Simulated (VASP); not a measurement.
Crystal: CdS (Greenockite).

```
CELL_PARAMETERS angstrom
4.23139 0.00000 0.00000
-2.11570 3.66449 0.00000
0.00000 0.00000 6.86913
ATOMIC_POSITIONS crystal
Cd 0.66667 0.33333 0.50000
Cd 0.33333 0.66667 0.00000
S 0.66667 0.33333 0.87500
S 0.33333 0.66667 0.37500
```

Base run:

| Property | Result |
| --- | --- |
| Program | VASP 6.6.1 |
| Functional | BLYP |
| Potentials or basis | VASP PAW PBE potentials, release 64 (Cd, S) |
| Cutoff | 520 eV |
| k mesh | 7 × 7 × 4 |
| Occupations | fermi-dirac, width 0.05 eV |
| Spin | no spin polarisation |

Its results: band gap on the k mesh 1.01 eV, direct; pressure 2.0 GPa; largest force 0.056 eV/Å.

The run is repeated on the same cell with these changes: functional from BLYP to PBE. What comes out?

Band gap on the k mesh 1.06 eV, direct; pressure -0.9 GPa; largest force 0.057 eV/Å.

PBE binds more tightly than BLYP, so the same cell stands under less pressure.

Caveats: the PAW data sets were made with another functional, which shifts forces and pressure a little (some runs).

